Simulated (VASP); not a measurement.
# Ca (P6_3/mmc) in VASP: further runs, part 2 of 3

VASP 6.6.1. Earlier steps stand in the parts before.

## (4) Single point, PBEsol

This run uses another cell than the first one, of the same volume but with other edges.

Input file INCAR:

```
SYSTEM = Ca
ALGO     = Fast           ! electronic algorithm
EDIFF    = 1E-6           ! SCF threshold, eV
ENCUT    = 520            ! plane-wave cutoff, eV
GGA      = PS             ! functional
ISIF     = 2              ! what is computed and relaxed
ISMEAR   = 0              ! smearing method
LASPH    = .True.         ! aspherical terms in the spheres
LCHARG   = .False.        ! write CHGCAR
LREAL    = .False.        ! projectors in reciprocal space
LWAVE    = .False.        ! write WAVECAR
NBANDS   = 17             ! bands
NELM     = 100            ! most SCF steps
PREC     = Accurate       ! precision mode
SIGMA    = 0.15           ! smearing width, eV
```

Input file KPOINTS:

```
k-points
0
Gamma
  18 18 8
  0 0 0
```

Input file POSCAR:

```
Ca
1.0
    4.0921707234      0.0000000000      0.0000000000
   -2.0460853617      3.5439238031      0.0000000000
    0.0000000000      0.0000000000      6.1674572423
Ca
2
Direct
    0.3333333333      0.6666666667      0.2500000000
    0.6666666667      0.3333333333      0.7500000000
```

Potentials or basis: VASP PAW PBE potentials, release 64 (Ca_sv).

Run with:

```
$ cat potpaw_PBE.64/Ca_sv/POTCAR > POTCAR
$ mpirun -np 1 vasp_std > vasp.out
```

OUTCAR:

```text
SYSTEM = Ca
   EDIFF = 1E-6
   ENCUT = 520
   GGA = PS
   ISIF = 2
   ISMEAR = 0
   LASPH = .True.
   LREAL = .False.
   NELM = 100
   PREC = Accurate

 ion  position               nearest neighbor table
   1  0.333  0.667  0.250-
   2  0.667  0.333  0.750-

  LATTYP: Found a hexagonal cell.
 ALAT       =     4.0921707234
 C/A-ratio  =     1.5071358600

  Lattice vectors:

 A1 = (   4.0921707234,   0.0000000000,   0.0000000000)
 A2 = (  -2.0460853617,   3.5439238031,   0.0000000000)
 A3 = (   0.0000000000,   0.0000000000,   6.1674572423)

Analysis of symmetry for initial positions (statically):
=====================================================================
 Subroutine PRICEL returns:
 Original cell was already a primitive cell.

 Routine SETGRP: Setting up the symmetry group for a
 hexagonal supercell.

 Subroutine GETGRP returns: Found 24 space group operations
 (whereof 12 operations were pure point group operations)
 out of a pool of 24 trial point group operations.

The static configuration has the point symmetry D_3d.
 The point group associated with its full space group is D_6h.

Analysis of symmetry for dynamics (positions and initial velocities):
=====================================================================
 Subroutine PRICEL returns:
 Original cell was already a primitive cell.

 Routine SETGRP: Setting up the symmetry group for a
 hexagonal supercell.

 Subroutine GETGRP returns: Found 24 space group operations
 (whereof 12 operations were pure point group operations)
 out of a pool of 24 trial point group operations.

The dynamic configuration has the point symmetry D_3d.
 The point group associated with its full space group is D_6h.

 Subroutine INISYM returns: Found 24 space group operations
 (whereof 12 operations are pure point group operations),
 and found     1 'primitive' translations

----------------------------------------------------------------------------------------

                                     Primitive cell

  volume of cell :      89.4426

  direct lattice vectors                    reciprocal lattice vectors
     4.092170723  0.000000000  0.000000000     0.244369081  0.141086555  0.000000000
    -2.046085362  3.543923803  0.000000000     0.000000000  0.282173110  0.000000000
     0.000000000  0.000000000  6.167457242     0.000000000  0.000000000  0.162141375

  length of vectors
     4.092170723  4.092170723  6.167457242     0.282173110  0.282173110  0.162141375

  position of ions in fractional coordinates (direct lattice)
     0.333333333  0.666666667  0.250000000
     0.666666667  0.333333333  0.750000000

  ion indices of the primitive-cell ions
   primitive index   ion index
                 1           1
                 2           2

----------------------------------------------------------------------------------------

 KPOINTS: k-points

Automatic generation of k-mesh.
 Grid dimensions read from file:
 generate k-points for:   18   18    8

 Generating k-lattice:

  Cartesian coordinates                     Fractional coordinates (reciprocal lattice)
     0.013576060  0.007838142  0.000000000     0.055555556  0.000000000  0.000000000
     0.000000000  0.015676284  0.000000000     0.000000000  0.055555556  0.000000000
     0.000000000  0.000000000  0.020267672     0.000000000  0.000000000  0.125000000

  Length of vectors
     0.015676284  0.015676284  0.020267672

  Shift w.r.t. Gamma in fractional coordinates (k-lattice)
     0.000000000  0.000000000  0.000000000

 Subroutine IBZKPT returns following result:
 ===========================================

 Found    185 irreducible k-points:

 Following reciprocal coordinates:
            Coordinates               Weight
  0.000000  0.000000  0.000000      1.000000
  0.055556  0.000000  0.000000      6.000000
  0.111111  0.000000  0.000000      6.000000
  0.166667 -0.000000  0.000000      6.000000
  0.222222  0.000000  0.000000      6.000000
  0.277778  0.000000  0.000000      6.000000
[... 16 lines left out ...]
  0.333333  0.111111  0.000000     12.000000
  0.388889  0.111111  0.000000     12.000000
 [... further k-points ...]
   k-points           NKPTS =    185   k-points in BZ     NKDIM =    185   number of bands    NBANDS=     17
   number of dos      NEDOS =    301   number of ions     NIONS =      2
   total plane-waves  NPLWV =  43200
   dimension x,y,z NGX =    30 NGY =   30 NGZ =   48
   dimension x,y,z NGXF=    60 NGYF=   60 NGZF=   96
   ions per type =               2
   NGX,Y,Z   is equivalent  to a cutoff of  12.19, 12.19, 12.94 a.u.
   NGXF,Y,Z  is equivalent  to a cutoff of  24.38, 24.38, 25.88 a.u.
 SYSTEM =  Ca
   PREC   = accura    normal or accurate (medium, high low for compatibility)
   ISTART =      0    job   : 0-new  1-cont  2-samecut
   ICHARG =      2    charge: 1-file 2-atom 10-const
   ISPIN  =      1    spin polarized calculation?
   LNONCOLLINEAR =      F non collinear calculations
   LSORBIT =      F    spin-orbit coupling
   LASPH  =      T    aspherical Exc in radial PAW
   ENCUT  =  520.0 eV  38.22 Ry    6.18 a.u.   7.61  7.61 11.47*2*pi/ulx,y,z
   NELM   =    100;   NELMIN=  2; NELMDL= -5     # of ELM steps
   EDIFF  = 0.1E-05   stopping-criterion for ELM
   LREAL  =      F    real-space projection
   EDIFFG = 0.1E-04   stopping-criterion for IOM
   NSW    =      0    number of steps for IOM
   IBRION =     -1    ionic relax: 0-MD 1-quasi-New 2-CG
   NFREE  =      0    steps in history (QN), initial steepest desc. (CG)
   ISIF   =      2    stress and relaxation
   ISYM   =      2    0-nonsym 1-usesym 2-fastsym
   POTIM  = 0.5000    time-step for ionic-motion
   TEBEG  =    0.0;   TEEND  =   0.0 temperature during run
   PSTRESS=    0.0 pullay stress
   NELECT =      20.0000    total number of electrons
   NUPDOWN=      -1.0000    fix difference up-down
   EMIN   =  10.00;   EMAX   =-10.00  energy-range for DOS
   EFERMI =   0.00;   METHOD = LEGACY
   ISMEAR =     0;   SIGMA  =   0.15  broadening in eV -4-tet -1-fermi 0-gaus
   EFERMI_NEDOS =   21; number of points for ismear=-14 and -15
   IALGO  =     68    algorithm
   IMIX   =      4    mixing-type and parameters
     AMIX     =   0.40;   BMIX     =  1.00
     AMIX_MAG =   1.60;   BMIX_MAG =  1.00
  volume/ion in A,a.u.               =      44.72       301.79
  Fermi-wavevector in a.u.,A,eV,Ry     =   0.993658  1.877741 13.433785  0.987355
  Thomas-Fermi vector in A             =   2.125555
   LORBIT       =      0    0 simple, 1 ext, 2 COOP (PROOUT), +10 PAW based schemes
   GGA     = PS    functional components
   LHFCALC =     F    Hartree Fock is set to
   AEXX    =    0.0000 exact exchange contribution
   IVDW    =     0    specifies the selected vdW correction
   LEPSILON=     F    determine dielectric tensor
   LRPA    =     F    only Hartree local field effects (RPA)
 non-spin polarized calculation
 RMM-DIIS sequential band-by-band and
 Gauss-broadening in eV      SIGMA  =   0.15
  energy-cutoff  :      520.00
  volume of cell :       89.44
 maximum number of plane-waves:      2441
   NGX = 15   NGY = 15   NGZ = 23

 number of electron      19.9999997 magnetization

 Free energy of the ion-electron system (eV)
  ---------------------------------------------------
  ext. energy  EPLUGINS =         0.00000000
  ---------------------------------------------------
  free energy    TOTEN  =        -4.20511117 eV

  energy without entropy =       -4.17451081  energy(sigma->0) =       -4.18981099

 E-fermi :   1.7252     XC(G=0):  -7.6259

 val. band max:        1.7169138813   @ k =   0.3333   0.3333   0.3750
 cond. band min:       1.7301225025   @ k =   0.2778   0.2778   0.1250
 fundamental gap:      0.0132086212
 Fermi energy:         1.7252114611

 k-point     1 :       0.0000    0.0000    0.0000
  band No.  band energies     occupation
      1     -40.2985      2.00000
      2     -40.2836      2.00000
      3     -21.4308      2.00000
      4     -21.3220      2.00000
      5     -21.3220      2.00000
      6     -21.2972      2.00000
[... 9 lines left out ...]
     16       4.2092      0.00000
     17       4.3378      0.00000
[... 441 lines left out ...]
 k-point    24 :       0.3889    0.1111    0.0000
  band No.  band energies     occupation
      1     -40.2887      2.00000
      2     -40.2838      2.00000
      3     -21.3826      2.00000
      4     -21.3762      2.00000
      5     -21.3597      2.00000
      6     -21.3466      2.00000
[... 9 lines left out ...]
     16       5.2990      0.00000
     17       5.3803      0.00000

 [... further k-points ...]

------------------------ aborting loop because EDIFF is reached ----------------------------------------

  FORCE on cell =-STRESS in cart. coord.  units (eV):
  Direction    XX          YY          ZZ          XY          YZ          ZX
  --------------------------------------------------------------------------------------
  -------------------------------------------------------------------------------------
  Total       -1.0817763     -1.0817763     -0.0333744      0.0000000      0.0000000      0.0000000
  in kB      -19.3777688    -19.3777688     -0.5978334      0.0000000      0.0000000      0.0000000
  external PRESSURE =     -13.1177903 kB  Pullay stress =       0.0000000 kB

 VOLUME and BASIS-vectors are now :
 -----------------------------------------------------------------------------
  energy-cutoff  :      520.00
  volume of cell :       89.44
      direct lattice vectors                 reciprocal lattice vectors
     4.092170723  0.000000000  0.000000000     0.244369081  0.141086555  0.000000000
    -2.046085362  3.543923803  0.000000000     0.000000000  0.282173110  0.000000000
     0.000000000  0.000000000  6.167457242     0.000000000  0.000000000  0.162141375

 POSITION                                       TOTAL-FORCE (eV/Angst)
 -----------------------------------------------------------------------------------
     -0.00000      2.36262      1.54186         0.000000     -0.000000      0.000000
      2.04609      1.18131      4.62559        -0.000000      0.000000      0.000000
 -----------------------------------------------------------------------------------
    total drift:                                0.000000     -0.000000      0.000000

  FREE ENERGIE OF THE ION-ELECTRON SYSTEM (eV)
  ---------------------------------------------------
  free  energy   TOTEN  =        -4.2051111658 eV

  energy  without entropy=       -4.1745108134  energy(sigma->0) =       -4.18981099
```

Run time: 6.7 min. Hardware: 1 thread of Intel Xeon 8259CL, shared host; peak memory 0.37 GiB.

Results:

* Free energy: -4.2051 eV
* Pressure: -1.3 GPa
* Band gap on the k mesh: zero (band 10 reaches 1.92 eV, above the bottom of band 11 at 1.41 eV)

Levels at points of the mesh, in eV from the Fermi level:
| k point | band 6 | band 7 | band 8 | band 9 | band 10 | band 11 | band 12 | band 13 | band 14 | band 15 |
| --- | --- | --- | --- | --- | --- | --- | --- | --- | --- | --- |
| (0.00, 0.00, 0.00) | -23.02 | -23.02 | -23.02 | -3.99 | -0.79 | 0.09 | 2.11 | 2.11 | 2.48 | 2.48 |
| (0.50, 0.00, 0.00) | -23.07 | -23.06 | -23.03 | -1.29 | -0.84 | 0.29 | 0.33 | 1.43 | 1.89 | 2.08 |
| (0.00, 0.00, 0.50) | -23.03 | -23.03 | -23.03 | -2.89 | -2.89 | 1.59 | 1.59 | 2.03 | 2.03 | 2.03 |
| (0.50, 0.00, 0.50) | -23.05 | -23.05 | -23.05 | -0.72 | -0.72 | -0.01 | -0.01 | 1.51 | 1.51 | 2.55 |

Caveat: the PAW data sets were made with another functional, which shifts forces and pressure a little.

(Continued in part 3 of 3.)
